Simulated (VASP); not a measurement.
# TaC15 (F-43m) in VASP: single point with PBEsol+U

Aim: the single point of TaC15 with PBEsol+U.

Everything below comes from runs of VASP 6.6.1. Logs are shortened: lines on timing, memory, paths and dates and some standing lists are left out, and cuts for length are marked.

### Step 1. The cell of the first run

It takes space group F-43m (No. 216, cubic). Conventional cell: a = 7.134 Å, b = 7.134 Å, c = 7.134 Å, α = 90.00°, β = 90.00°, γ = 90.00°. Within 2.4 Å of Ta (site symmetry -43m) lie 4 C at 1.80 Å. Within 2.0 Å of C (site symmetry 2mm) lie 4 C at 1.47 to 1.55 Å. C (site symmetry -43m) has 4 C at 1.53 Å within 2.0 Å. C (site symmetry 3m) has 3 C at 1.47 Å and 1 Ta at 1.80 Å within 2.0 Å. Within 2.0 Å of C (site symmetry 3m) lie 4 C at 1.53 to 1.55 Å.

### Step 2. Single point, PBEsol+U, collinear spin, ferromagnetic start

The input, INCAR:

```
  PREC = Accurate
  ENCUT = 600
  EDIFF = 1E-6
  ISMEAR = 0
  SIGMA = 0.05
  LREAL = F
  LASPH = T
  NELM = 200
  ALGO = Normal
  ISIF = 2
  LWAVE = F
  LCHARG = F
  ISPIN = 2
  MAGMOM = 1 0 0 0 0 0 0 0 0 0 0 0 0 0 0 0
  LORBIT = 11
  LMAXMIX = 4
  LDAU = T
  LDAUTYPE = 2
  LDAUL = 2 -1
  LDAUU = 2 0
  LDAUJ = 0 0
  LDAUPRINT = 1
  GGA = PS
  NBANDS = 54
  GGA_COMPAT = F
```

The input, KPOINTS:

```
regular mesh
0
Gamma
  4 4 4
```

The input, POSCAR:

```
TaC15
1.0
    0.0000000000      3.5668800000      3.5668800000
    3.5668800000      0.0000000000      3.5668800000
    3.5668800000      3.5668800000      0.0000000000
Ta C
1 15
Direct
    0.0000000000      0.0000000000      0.0000000000
    0.0011439093      0.0011439093      0.4988560907
    0.0011439093      0.4988560907      0.0011439093
    0.0011439093      0.4988560907      0.4988560907
    0.4988560907      0.0011439093      0.0011439093
    0.4988560907      0.0011439093      0.4988560907
    0.4988560907      0.4988560907      0.0011439093
    0.5000000000      0.5000000000      0.5000000000
    0.1453157598      0.1453157598      0.1453157598
    0.1453157598      0.1453157598      0.5640527205
    0.1453157598      0.5640527205      0.1453157598
    0.1276941620      0.6241019460      0.6241019460
    0.5640527205      0.1453157598      0.1453157598
    0.6241019460      0.1276941620      0.6241019460
    0.6241019460      0.6241019460      0.1276941620
    0.6241019460      0.6241019460      0.6241019460
```

Potentials or basis: VASP PAW PBE potentials, release 64 (Ta_pv, C).

Launch:

```sh
$ cat potpaw_PBE.64/Ta_pv/POTCAR potpaw_PBE.64/C/POTCAR > POTCAR
$ mpirun -np 1 vasp_std > vasp.out
```

OUTCAR:

```text
PREC = Accurate
   ENCUT = 600
   EDIFF = 1E-6
   ISMEAR = 0
   LREAL = F
   LASPH = T
   NELM = 200
   ISIF = 2
   ISPIN = 2
   LORBIT = 11
   GGA = PS

 ion  position               nearest neighbor table
   1  0.000  0.000  0.000-   9 1.80  10 1.80  11 1.80  13 1.80   3 2.52   5 2.52   2 2.52   2 2.52
                             4 2.52   6 2.52   3 2.52   4 2.52   7 2.52   5 2.52   6 2.52   7 2.52
   2  0.001  0.001  0.499-  10 1.47   9 1.47  12 1.55  14 1.55   1 2.52   1 2.52
   3  0.001  0.499  0.001-  11 1.47   9 1.47  12 1.55  15 1.55   1 2.52   1 2.52
   4  0.001  0.499  0.499-  10 1.47  11 1.47  16 1.55  12 1.55   1 2.52   1 2.52
   5  0.499  0.001  0.001-  13 1.47   9 1.47  14 1.55  15 1.55   1 2.52   1 2.52
   6  0.499  0.001  0.499-  10 1.47  13 1.47  16 1.55  14 1.55   1 2.52   1 2.52
   7  0.499  0.499  0.001-  11 1.47  13 1.47  16 1.55  15 1.55   1 2.52   1 2.52
   8  0.500  0.500  0.500-  12 1.53  14 1.53  15 1.53  16 1.53
   9  0.145  0.145  0.145-   2 1.47   3 1.47   5 1.47   1 1.80
  10  0.145  0.145  0.564-   2 1.47   4 1.47   6 1.47   1 1.80
  11  0.145  0.564  0.145-   3 1.47   4 1.47   7 1.47   1 1.80
  12  0.128  0.624  0.624-   8 1.53   3 1.55   2 1.55   4 1.55
  13  0.564  0.145  0.145-   5 1.47   6 1.47   7 1.47   1 1.80
  14  0.624  0.128  0.624-   8 1.53   5 1.55   2 1.55   6 1.55
  15  0.624  0.624  0.128-   8 1.53   5 1.55   3 1.55   7 1.55
  16  0.624  0.624  0.624-   8 1.53   6 1.55   7 1.55   4 1.55

  LATTYP: Found a face centered cubic cell.
 ALAT       =     7.1337600000

  Lattice vectors:

 A1 = (   0.0000000000,   3.5668800000,   3.5668800000)
 A2 = (   3.5668800000,   0.0000000000,   3.5668800000)
 A3 = (   3.5668800000,   3.5668800000,   0.0000000000)

Analysis of symmetry for initial positions (statically):
=====================================================================
 Subroutine PRICEL returns:
 Original cell was already a primitive cell.

 Routine SETGRP: Setting up the symmetry group for a
 face centered cubic supercell.

 Subroutine GETGRP returns: Found 24 space group operations
 (whereof 24 operations were pure point group operations)
 out of a pool of 48 trial point group operations.

The static configuration has the point symmetry T_d .

Analysis of symmetry for dynamics (positions and initial velocities):
=====================================================================
 Subroutine PRICEL returns:
 Original cell was already a primitive cell.

 Routine SETGRP: Setting up the symmetry group for a
 face centered cubic supercell.

 Subroutine GETGRP returns: Found 24 space group operations
 (whereof 24 operations were pure point group operations)
 out of a pool of 48 trial point group operations.

The dynamic configuration has the point symmetry T_d .

Analysis of structural, dynamic, and magnetic symmetry:
=====================================================================
 Subroutine PRICEL returns:
 Original cell was already a primitive cell.

 Routine SETGRP: Setting up the symmetry group for a
 face centered cubic supercell.

 Subroutine GETGRP returns: Found 24 space group operations
 (whereof 24 operations were pure point group operations)
 out of a pool of 48 trial point group operations.

The overall configuration has the point symmetry T_d .

 Subroutine INISYM returns: Found 24 space group operations
 (whereof 24 operations are pure point group operations),
 and found     1 'primitive' translations

----------------------------------------------------------------------------------------

                                     Primitive cell

  volume of cell :      90.7602

  direct lattice vectors                    reciprocal lattice vectors
     0.000000000  3.566880000  3.566880000    -0.140178531  0.140178531  0.140178531
     3.566880000  0.000000000  3.566880000     0.140178531 -0.140178531  0.140178531
     3.566880000  3.566880000  0.000000000     0.140178531  0.140178531 -0.140178531

  length of vectors
     5.044330071  5.044330071  5.044330071     0.242796338  0.242796338  0.242796338

  position of ions in fractional coordinates (direct lattice)
     0.000000000  0.000000000  0.000000000
     0.001143909  0.001143909  0.498856091
     0.001143909  0.498856091  0.001143909
     0.001143909  0.498856091  0.498856091
     0.498856091  0.001143909  0.001143909
     0.498856091  0.001143909  0.498856091
[... 8 lines left out ...]
     0.624101946  0.624101946  0.127694162
     0.624101946  0.624101946  0.624101946

  ion indices of the primitive-cell ions
   primitive index   ion index
                 1           1
                 2           2
                 3           3
                 4           4
                 5           5
                 6           6
[... 8 lines left out ...]
                15          15
[... 73 lines left out ...]
   IALGO  =     38    algorithm
   IMIX   =      4    mixing-type and parameters
     AMIX     =   0.40;   BMIX     =  1.00
     AMIX_MAG =   1.60;   BMIX_MAG =  1.00
  volume/ion in A,a.u.               =       5.67        38.28
  Fermi-wavevector in a.u.,A,eV,Ry     =   1.508444  2.850545 30.958731  2.275403
  Thomas-Fermi vector in A             =   2.618897
   LORBIT       =     11    0 simple, 1 ext, 2 COOP (PROOUT), +10 PAW based schemes
 LDA+U is selected, type is set to LDAUTYPE =  2
   angular momentum for each species LDAUL =     2   -1
   U (eV)           for each species LDAUU =   2.0  0.0
   J (eV)           for each species LDAUJ =   0.0  0.0
   GGA     = PS    functional components
   LHFCALC =     F    Hartree Fock is set to
   AEXX    =    0.0000 exact exchange contribution
   IVDW    =     0    specifies the selected vdW correction
   LEPSILON=     F    determine dielectric tensor
   LRPA    =     F    only Hartree local field effects (RPA)
 spin polarized calculation
 Gauss-broadening in eV      SIGMA  =   0.05
  energy-cutoff  :      600.00
  volume of cell :       90.76
 maximum number of plane-waves:      3071
   NGX = 21   NGY = 21   NGZ = 21

atom =   1  type =  1  l = 2

 onsite density matrix

spin component  1

  0.4557  0.0000  0.0000 -0.0000 -0.0000
  0.0000  0.4557  0.0000 -0.0000  0.0000
  0.0000  0.0000  0.2804  0.0000 -0.0000
 -0.0000 -0.0000  0.0000  0.4557  0.0000
 -0.0000  0.0000 -0.0000  0.0000  0.2804

spin component  2

  0.4529  0.0000  0.0000 -0.0000 -0.0000
  0.0000  0.4529  0.0000 -0.0000  0.0000
  0.0000  0.0000  0.2088  0.0000 -0.0000
 -0.0000 -0.0000  0.0000  0.4529  0.0000
 -0.0000  0.0000 -0.0000  0.0000  0.2088

 occupancies and eigenvectors

  o =  0.2088  v =  0.0000  0.0000  0.0000  0.0000  0.0000  0.0000 -0.0000 -0.9798  0.0000 -0.1999      0.0000  0.0000  0.0000  0.0000  0.0000  0.0000  0.0000  0.0000  0.0000  0.0000
  o =  0.2088  v =  0.0000  0.0000  0.0000  0.0000  0.0000  0.0000  0.0000  0.1999  0.0000 -0.9798      0.0000  0.0000  0.0000  0.0000  0.0000  0.0000  0.0000  0.0000  0.0000  0.0000
  o =  0.2804  v =  0.0000  0.0000 -0.9785 -0.0000 -0.2061  0.0000  0.0000  0.0000  0.0000  0.0000      0.0000  0.0000  0.0000  0.0000  0.0000  0.0000  0.0000  0.0000  0.0000  0.0000
  o =  0.2804  v =  0.0000 -0.0000  0.2061  0.0000 -0.9785  0.0000  0.0000  0.0000  0.0000  0.0000      0.0000  0.0000  0.0000  0.0000  0.0000  0.0000  0.0000  0.0000  0.0000  0.0000
  o =  0.4529  v =  0.0000  0.0000  0.0000  0.0000  0.0000  0.0000  0.6968 -0.0000  0.7173  0.0000      0.0000  0.0000  0.0000  0.0000  0.0000  0.0000  0.0000  0.0000  0.0000  0.0000
  o =  0.4529  v =  0.0000  0.0000  0.0000  0.0000  0.0000  0.0000  0.7173 -0.0000 -0.6968  0.0000      0.0000  0.0000  0.0000  0.0000  0.0000  0.0000  0.0000  0.0000  0.0000  0.0000
  o =  0.4529  v =  0.0000  0.0000  0.0000  0.0000  0.0000  1.0000  0.0000  0.0000  0.0000  0.0000      0.0000  0.0000  0.0000  0.0000  0.0000  0.0000  0.0000  0.0000  0.0000  0.0000
  o =  0.4557  v =  0.0000 -0.8343 -0.0000  0.5513  0.0000  0.0000  0.0000  0.0000  0.0000  0.0000      0.0000  0.0000  0.0000  0.0000  0.0000  0.0000  0.0000  0.0000  0.0000  0.0000
  o =  0.4557  v =  0.0000  0.5513  0.0000  0.8343 -0.0000  0.0000  0.0000  0.0000  0.0000  0.0000      0.0000  0.0000  0.0000  0.0000  0.0000  0.0000  0.0000  0.0000  0.0000  0.0000
  o =  0.4557  v =  1.0000  0.0000  0.0000  0.0000  0.0000  0.0000  0.0000  0.0000  0.0000  0.0000      0.0000  0.0000  0.0000  0.0000  0.0000  0.0000  0.0000  0.0000  0.0000  0.0000

 number of electron      70.9999995 magnetization       0.2499660

 Free energy of the ion-electron system (eV)
  ---------------------------------------------------
  ext. energy  EPLUGINS =         0.00000000
  ---------------------------------------------------
  free energy    TOTEN  =      -137.52086281 eV

  energy without entropy =     -137.51926329  energy(sigma->0) =     -137.52006305

 E-fermi :  13.9531     XC(G=0): -13.9448

 val. band max:       13.9306335533   @ k =   0.2500   0.2500   0.0000
 cond. band min:      14.0907203432   @ k =  -0.2500   0.2500   0.0000
 fundamental gap:      0.1600867898
 Fermi energy:        13.9531050641

 spin component 1

 k-point     1 :       0.0000    0.0000    0.0000
  band No.  band energies     occupation
      1     -21.6223      1.00000
      2     -21.6223      1.00000
      3     -21.6223      1.00000
      4     -11.5153      1.00000
      5      -6.1526      1.00000
      6      -6.1526      1.00000
[... 389 lines left out ...]
     46      19.1730      0.00000
     47      19.1843      0.00000
 Fermi energy:        13.9531050641

 spin component 2

 k-point     1 :       0.0000    0.0000    0.0000
  band No.  band energies     occupation
      1     -21.5303      1.00000
      2     -21.5303      1.00000
      3     -21.5303      1.00000
      4     -11.5045      1.00000
      5      -6.1400      1.00000
      6      -6.1400      1.00000
[... 389 lines left out ...]
     46      19.1832      0.00000
     47      19.2323      0.00000
 [bands above 47 left out]

------------------------ aborting loop because EDIFF is reached ----------------------------------------

  FORCE on cell =-STRESS in cart. coord.  units (eV):
  Direction    XX          YY          ZZ          XY          YZ          ZX
  --------------------------------------------------------------------------------------
  -------------------------------------------------------------------------------------
  Total       47.1417606     47.1417606     47.1417606     -0.0000000      0.0000000      0.0000000
  in kB      832.1869256    832.1869256    832.1869256     -0.0000000      0.0000000      0.0000000
  external PRESSURE =     832.1869256 kB  Pullay stress =       0.0000000 kB

 VOLUME and BASIS-vectors are now :
 -----------------------------------------------------------------------------
  energy-cutoff  :      600.00
  volume of cell :       90.76
      direct lattice vectors                 reciprocal lattice vectors
     0.000000000  3.566880000  3.566880000    -0.140178531  0.140178531  0.140178531
     3.566880000  0.000000000  3.566880000     0.140178531 -0.140178531  0.140178531
     3.566880000  3.566880000  0.000000000     0.140178531  0.140178531 -0.140178531

 POSITION                                       TOTAL-FORCE (eV/Angst)
 -----------------------------------------------------------------------------------
      0.00000      0.00000      0.00000         0.000000     -0.000000     -0.000000
      1.78344      1.78344      0.00816         0.000000     -0.000000     -0.056305
      1.78344      0.00816      1.78344         0.000000     -0.056305     -0.000000
      3.55872      1.78344      1.78344         0.056305     -0.000000     -0.000000
      0.00816      1.78344      1.78344        -0.056305     -0.000000     -0.000000
      1.78344      3.55872      1.78344         0.000000      0.056305     -0.000000
[... 8 lines left out ...]
      2.68157      2.68157      4.45219        -0.004571     -0.004571      0.004571
      4.45219      4.45219      4.45219         0.004571      0.004571      0.004571
 -----------------------------------------------------------------------------------
    total drift:                               -0.000000     -0.000000     -0.000000

  FREE ENERGIE OF THE ION-ELECTRON SYSTEM (eV)
  ---------------------------------------------------
  free  energy   TOTEN  =      -137.5208628127 eV

  energy  without entropy=     -137.5192632867  energy(sigma->0) =     -137.52006305

 total charge

# of ion       s       p       d       tot
------------------------------------------
    1        0.577   6.356   3.621  10.554
    2        0.837   1.783   0.000   2.619
    3        0.837   1.783   0.000   2.619
    4        0.837   1.783   0.000   2.619
    5        0.837   1.783   0.000   2.619
    6        0.837   1.783   0.000   2.619
[... 8 lines left out ...]
   15        0.828   1.724   0.000   2.552
   16        0.828   1.724   0.000   2.552
--------------------------------------------------
tot         13.176  33.508   3.621  50.305

 magnetization (x)

# of ion       s       p       d       tot
------------------------------------------
    1        0.001   0.001   0.150   0.152
    2        0.003   0.004   0.000   0.007
    3        0.003   0.004   0.000   0.007
    4        0.003   0.004   0.000   0.007
    5        0.003   0.004   0.000   0.007
    6        0.003   0.004   0.000   0.007
[... 8 lines left out ...]
   15        0.000  -0.000   0.000  -0.000
   16        0.000  -0.000   0.000  -0.000
--------------------------------------------------
tot          0.014   0.011   0.150   0.175
```

Wall time 3.5 min (1 thread of AMD EPYC 7R13, shared host); peak memory 0.29 GiB.

What came out:

- Free energy: -137.5209 eV
- Pressure: 83.2 GPa
- Largest force: 0.313 eV/Å
- Net moment: 0.25 μB per cell
- Site moments: Ta +0.15; C +0.01, -0.00, -0.01 μB
- Valence electrons inside the program's atomic spheres: Ta 10.55; C 2.62, 2.58, 2.81, 2.55

Forces on the atoms (eV/Å):
```
Ta   0.000  0.000  0.000
C    0.000  0.000 -0.056
C    0.000 -0.056  0.000
C    0.056  0.000  0.000
C   -0.056  0.000  0.000
C    0.000  0.056  0.000
C    0.000  0.000  0.056
C    0.000  0.000  0.000
C    0.181  0.181  0.181
C   -0.181 -0.181  0.181
C   -0.181  0.181 -0.181
C    0.005 -0.005 -0.005
C    0.181 -0.181 -0.181
C   -0.005  0.005 -0.005
C   -0.005 -0.005  0.005
C    0.005  0.005  0.005
```

Eigenvalues of the final occupation matrices:
```
    site  spin  trace               eigenvalues
site 1 d     1   1.93  0.28 0.28 0.46 0.46 0.46
site 1 d     2   1.78  0.21 0.21 0.45 0.45 0.45
```

Caveat: the k points lie up to 0.38 Å⁻¹ apart; the PAW data sets were made with another functional, which shifts forces and pressure a little; spin-orbit coupling is left out, which moves the levels of the heavy elements; the U is typed as a test and isn't derived for this compound. The state reached can hang on the start; a lower one may exist.
